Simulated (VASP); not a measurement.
# Pd (Fm-3m) in VASP: notebook, part 2 of 2

VASP 6.6.1. The steps go on from the part before.

## Step 5: Relaxation of cell and atoms, LDA

This run uses another cell than the first one, of 14.21 Å³/atom, 1.005 times its volume.

Input file INCAR:

```
SYSTEM = Pd
ALGO = Normal
EDIFF = 1E-6
EDIFFG = -0.002
ENCUT = 600
IBRION = 2
ISIF = 3
ISMEAR = 0
LASPH = .TRUE.
LCHARG = .FALSE.
LREAL = .FALSE.
LWAVE = .FALSE.
NELM = 80
NSW = 100
PREC = Accurate
SIGMA = 0.1
```

Input file KPOINTS:

```
k-points
0
G
  26 26 26
  0 0 0
```

Input file POSCAR:

```
Pd
1.0
    0.0000000000      1.9225837208      1.9225837208
    1.9225837208      0.0000000000      1.9225837208
    1.9225837208      1.9225837208      0.0000000000
Pd
1
Direct
    0.0000000000      0.0000000000      0.0000000000
```

Potentials or basis: VASP PAW LDA potentials, release 64 (Pd).

The run is started by

```bash
$ cat potpaw_LDA.64/Pd/POTCAR > POTCAR
$ mpirun -np 1 vasp_std > vasp.out
```

OUTCAR:

```text
SYSTEM = Pd
   EDIFF = 1E-6
   EDIFFG = -0.002
   ENCUT = 600
   IBRION = 2
   ISIF = 3
   ISMEAR = 0
   LASPH = .TRUE.
   LREAL = .FALSE.
   NELM = 80
   NSW = 100
   PREC = Accurate

 ion  position               nearest neighbor table
   1  0.000  0.000  0.000-

  LATTYP: Found a face centered cubic cell.
 ALAT       =     3.8451674416

  Lattice vectors:

 A1 = (   0.0000000000,   1.9225837208,   1.9225837208)
 A2 = (   1.9225837208,   0.0000000000,   1.9225837208)
 A3 = (   1.9225837208,   1.9225837208,   0.0000000000)

Analysis of symmetry for initial positions (statically):
=====================================================================
 Subroutine PRICEL returns:
 Original cell was already a primitive cell.

 Routine SETGRP: Setting up the symmetry group for a
 face centered cubic supercell.

 Subroutine GETGRP returns: Found 48 space group operations
 (whereof 48 operations were pure point group operations)
 out of a pool of 48 trial point group operations.

The static configuration has the point symmetry O_h .

Analysis of symmetry for dynamics (positions and initial velocities):
=====================================================================
 Subroutine PRICEL returns:
 Original cell was already a primitive cell.

 Routine SETGRP: Setting up the symmetry group for a
 face centered cubic supercell.

 Subroutine GETGRP returns: Found 48 space group operations
 (whereof 48 operations were pure point group operations)
 out of a pool of 48 trial point group operations.

The dynamic configuration has the point symmetry O_h .

 Subroutine INISYM returns: Found 48 space group operations
 (whereof 48 operations are pure point group operations),
 and found     1 'primitive' translations

----------------------------------------------------------------------------------------

                                     Primitive cell

  volume of cell :      14.2130

  direct lattice vectors                    reciprocal lattice vectors
     0.000000000  1.922583721  1.922583721    -0.260066698  0.260066698  0.260066698
     1.922583721  0.000000000  1.922583721     0.260066698 -0.260066698  0.260066698
     1.922583721  1.922583721  0.000000000     0.260066698  0.260066698 -0.260066698

  length of vectors
     2.718943973  2.718943973  2.718943973     0.450448734  0.450448734  0.450448734

  position of ions in fractional coordinates (direct lattice)
     0.000000000  0.000000000  0.000000000

  ion indices of the primitive-cell ions
   primitive index   ion index
                 1           1

----------------------------------------------------------------------------------------

 KPOINTS: k-points

Automatic generation of k-mesh.
 Grid dimensions read from file:
 generate k-points for:   26   26   26

 Generating k-lattice:

  Cartesian coordinates                     Fractional coordinates (reciprocal lattice)
    -0.010002565  0.010002565  0.010002565     0.038461538  0.000000000  0.000000000
     0.010002565 -0.010002565  0.010002565     0.000000000  0.038461538  0.000000000
     0.010002565  0.010002565 -0.010002565     0.000000000  0.000000000  0.038461538
[... 45 lines left out ...]
   NGX,Y,Z   is equivalent  to a cutoff of  14.67, 14.67, 14.67 a.u.
   NGXF,Y,Z  is equivalent  to a cutoff of  29.35, 29.35, 29.35 a.u.
 SYSTEM =  Pd
   PREC   = accura    normal or accurate (medium, high low for compatibility)
   ISTART =      0    job   : 0-new  1-cont  2-samecut
   ICHARG =      2    charge: 1-file 2-atom 10-const
   ISPIN  =      1    spin polarized calculation?
   LNONCOLLINEAR =      F non collinear calculations
   LSORBIT =      F    spin-orbit coupling
   LASPH  =      T    aspherical Exc in radial PAW
   ENCUT  =  600.0 eV  44.10 Ry    6.64 a.u.   5.43  5.43  5.43*2*pi/ulx,y,z
   NELM   =     80;   NELMIN=  2; NELMDL= -5     # of ELM steps
   EDIFF  = 0.1E-05   stopping-criterion for ELM
   LREAL  =      F    real-space projection
   EDIFFG = -.2E-02   stopping-criterion for IOM
   NSW    =    100    number of steps for IOM
   IBRION =      2    ionic relax: 0-MD 1-quasi-New 2-CG
   NFREE  =      1    steps in history (QN), initial steepest desc. (CG)
   ISIF   =      3    stress and relaxation
   ISYM   =      2    0-nonsym 1-usesym 2-fastsym
   POTIM  = 0.5000    time-step for ionic-motion
   TEBEG  =    0.0;   TEEND  =   0.0 temperature during run
   PSTRESS=    0.0 pullay stress
   NELECT =      10.0000    total number of electrons
   NUPDOWN=      -1.0000    fix difference up-down
   EMIN   =  10.00;   EMAX   =-10.00  energy-range for DOS
   EFERMI =   0.00;   METHOD = LEGACY
   ISMEAR =     0;   SIGMA  =   0.10  broadening in eV -4-tet -1-fermi 0-gaus
   EFERMI_NEDOS =   21; number of points for ismear=-14 and -15
   IALGO  =     38    algorithm
   IMIX   =      4    mixing-type and parameters
     AMIX     =   0.40;   BMIX     =  1.00
     AMIX_MAG =   1.60;   BMIX_MAG =  1.00
  volume/ion in A,a.u.               =      14.21        95.91
  Fermi-wavevector in a.u.,A,eV,Ry     =   1.456061  2.751556 28.845898  2.120114
  Thomas-Fermi vector in A             =   2.573023
   LORBIT       =      0    0 simple, 1 ext, 2 COOP (PROOUT), +10 PAW based schemes
   GGA     = CA    functional components
   LHFCALC =     F    Hartree Fock is set to
   AEXX    =    0.0000 exact exchange contribution
   IVDW    =     0    specifies the selected vdW correction
   LEPSILON=     F    determine dielectric tensor
   LRPA    =     F    only Hartree local field effects (RPA)
 conjugate gradient relaxation of ions
 non-spin polarized calculation
 Gauss-broadening in eV      SIGMA  =   0.10
  energy-cutoff  :      600.00
  volume of cell :       14.21
 maximum number of plane-waves:       495
 NGX is ok and might be reduce to    24
   NGX = 11   NGY = 11   NGZ = 11

--------------------------------------- Ionic step        1  -------------------------------------------

 number of electron      10.0000002 magnetization

 Free energy of the ion-electron system (eV)
  ---------------------------------------------------
  ext. energy  EPLUGINS =         0.00000000
  ---------------------------------------------------
  free energy    TOTEN  =        -6.50077761 eV

  energy without entropy =       -6.48929266  energy(sigma->0) =       -6.49503513

------------------------ aborting loop because EDIFF is reached ----------------------------------------

  FORCE on cell =-STRESS in cart. coord.  units (eV):
  Direction    XX          YY          ZZ          XY          YZ          ZX
  --------------------------------------------------------------------------------------
  -------------------------------------------------------------------------------------
  Total       -0.0762707     -0.0762707     -0.0762707      0.0000000      0.0000000      0.0000000
  in kB       -8.5977106     -8.5977106     -8.5977106      0.0000000      0.0000000      0.0000000
  external PRESSURE =      -8.5977106 kB  Pullay stress =       0.0000000 kB
[... 57 lines left out ...]
--------------------------------------- Ionic step        3  -------------------------------------------

 number of electron      10.0000002 magnetization

 Free energy of the ion-electron system (eV)
  ---------------------------------------------------
  ext. energy  EPLUGINS =         0.00000000
  ---------------------------------------------------
  free energy    TOTEN  =        -6.50092259 eV

  energy without entropy =       -6.48950493  energy(sigma->0) =       -6.49521376

 E-fermi :  10.3045     XC(G=0): -13.7681

 val. band max:       10.3025582068   @ k =   0.5000   0.1923   0.0385
 cond. band min:      10.3048085931   @ k =   0.4615   0.3846   0.0385
 fundamental gap:      0.0022503862
 Fermi energy:        10.3044728224

 k-point     1 :       0.0000    0.0000    0.0000
  band No.  band energies     occupation
      1       2.7487      2.00000
      2       7.2404      2.00000
      3       7.2404      2.00000
      4       7.2404      2.00000
      5       9.0002      2.00000
      6       9.0002      2.00000
      7      27.4455      0.00000
      8      32.4015      0.00000
      9      32.4015      0.00000
[... 265 lines left out ...]
 k-point    24 :       0.3846    0.0385    0.0000
  band No.  band energies     occupation
      1       4.7580      2.00000
      2       7.2984      2.00000
      3       7.3795      2.00000
      4       8.8601      2.00000
      5       9.9904      1.99999
      6      10.0921      1.99733
      7      20.7006      0.00000
      8      27.4880      0.00000
      9      32.1181      0.00000

 [... further k-points ...]

------------------------ aborting loop because EDIFF is reached ----------------------------------------

  FORCE on cell =-STRESS in cart. coord.  units (eV):
  Direction    XX          YY          ZZ          XY          YZ          ZX
  --------------------------------------------------------------------------------------
  -------------------------------------------------------------------------------------
  Total        0.0008672      0.0008672      0.0008672      0.0000000      0.0000000      0.0000000
  in kB        0.0981212      0.0981212      0.0981212      0.0000000      0.0000000      0.0000000
  external PRESSURE =       0.0981212 kB  Pullay stress =       0.0000000 kB
[... 16 lines left out ...]
  FREE ENERGIE OF THE ION-ELECTRON SYSTEM (eV)
  ---------------------------------------------------
  free  energy   TOTEN  =        -6.5009225877 eV

  energy  without entropy=       -6.4895049309  energy(sigma->0) =       -6.49521376

 reached required accuracy - stopping structural energy minimisation
```

CONTCAR:

```text
Pd
   1.00000000000000
     0.0000000000000000    1.9202125327662585    1.9202125327662585
     1.9202125327662585    0.0000000000000000    1.9202125327662585
     1.9202125327662585    1.9202125327662585    0.0000000000000000
  Pd
     1
Direct
     0.0000000000000000    0.0000000000000000    0.0000000000000000

  0.00000000E+00  0.00000000E+00  0.00000000E+00
```

It took 55 s on 1 thread of Intel Xeon 6975P-C (Granite Rapids), shared host; peak memory 0.2 GiB.

What came out:

| Property | Result |
| --- | --- |
| Free energy | -6.5009 eV |
| Relaxed volume | 14.16 Å³/atom |
| Relaxed cell | a = 2.716 Å, b = 2.716 Å, c = 2.716 Å, α = 60.00°, β = 60.00°, γ = 60.00° |
| Space group after relaxing (to 0.05 Å) | Fm-3m (No. 225) |
| Energy gained by relaxing | 0.1 meV/atom |
| Ionic steps | 3 |
| Pressure after relaxing | 0.0 GPa |
| Band gap on the k mesh | zero (band 5 reaches 10.63 eV, above the bottom of band 6 at 8.92 eV) |

Step by step:
```tsv
step	energy change (eV)	largest force (eV/Å)	pressure (GPa)	volume (Å³)
1	0.0000	0.0000	-0.86	14.21
2	0.0004	0.0000	1.62	14.06
3	-0.0001	0.0000	0.01	14.16
```

Final structure:
```
Pd
1.0
     0.00000    1.92021    1.92021
     1.92021    0.00000    1.92021
     1.92021    1.92021    0.00000
Pd
1
Direct
  0.00000 0.00000 0.00000
```

## Step 6: Summary

```csv
task,cell,cutoff (eV),smearing,gap on the mesh (eV),pressure (GPa),relaxed volume (Å³/atom)
single point,"a = 2.714 Å, angles 60.0°, 1 atom",520,gaussian 0.1 eV,none,0.3,-
single point,"a = 2.718 Å, angles 60.0°, 1 atom",520,fermi-dirac 0.15 eV,none,0.3,-
relaxation of cell and atoms,"relaxed from a = 2.714 Å, angles 60.0°, 1 atom",600,fermi-dirac 0.15 eV,none,0.0,14.21
relaxation of cell and atoms,"relaxed from a = 2.719 Å, angles 60.0°, 1 atom",600,gaussian 0.1 eV,none,0.0,14.16
```

Alike in all rows: level LDA; potentials or basis VASP PAW LDA potentials, release 64 (Pd); no spin polarisation; k mesh 26 × 26 × 26.

Total energies depend on the potentials used, so only differences within one code and one set of settings carry meaning.
